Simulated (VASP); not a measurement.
**HfTl2F6: single point with r2SCAN**

The system is HfTl2F6.

```
CELL_PARAMETERS angstrom
0.00000 4.36970 4.36970
4.36970 0.00000 4.36970
4.36970 4.36970 0.00000
ATOMIC_POSITIONS crystal
Tl 0.25000 0.25000 0.25000
Tl 0.75000 0.75000 0.75000
Hf 0.00000 0.00000 0.00000
F 0.22868 0.77132 0.77132
F 0.22868 0.77132 0.22868
F 0.77132 0.22868 0.77132
F 0.77132 0.22868 0.22868
F 0.77132 0.77132 0.22868
F 0.22868 0.22868 0.77132
```

```yaml
Program: VASP 6.6.1
Task: single point
Functional: r2SCAN
Potentials_or_basis: VASP PAW PBE potentials, release 64 (Tl_d, Hf_pv, F)
Cutoff: 520 eV
k_mesh: 4 × 4 × 4
Occupations: fermi-dirac, width 0.02 eV
Spin: no spin polarisation
Dipole_correction: no
Further_INCAR_settings: ALGO = Normal; EDIFF = 1e-06; NBANDS = 49
```

| Property | Result |
| --- | --- |
| Pressure | -1.0 GPa |
| Largest force | 0.208 eV/Å |
| Band gap on the k mesh | 5.29 eV, direct |

Forces on the atoms (eV/Å):
```
Tl   0.000  0.000  0.000
Tl   0.000  0.000  0.000
Hf   0.000  0.000  0.000
F    0.208  0.000  0.000
F    0.000 -0.208  0.000
F    0.000  0.208  0.000
F   -0.208  0.000  0.000
F    0.000  0.000  0.208
F    0.000  0.000 -0.208
```

Levels at points of the mesh, in eV from the valence-band top:
| k point | band 36 | band 37 | band 38 | band 39 | band 40 | band 41 | band 42 | band 43 |
| --- | --- | --- | --- | --- | --- | --- | --- | --- |
| (0.00, 0.00, 0.00) | -1.22 | -1.21 | -1.21 | -1.21 | 7.41 | 7.41 | 7.41 | 7.48 |
| (0.50, 0.00, 0.00) | -1.35 | -1.31 | -0.61 | -0.20 | 6.38 | 6.80 | 7.33 | 7.33 |
| (0.50, 0.50, 0.00) | -1.47 | -1.20 | -0.23 | 0.00 | 5.29 | 6.47 | 6.47 | 7.32 |

Run time: 7.5 min on 1 thread of Oxide Virtual Turin-like Processor, on a shared host, peak memory 0.36 GiB.

Caveat: the PAW data sets were made with another functional, which shifts forces and pressure a little; spin-orbit coupling is left out, which moves the levels of the heavy elements. r2SCAN opens gaps a little over a GGA but as a rule still falls short of measured ones.
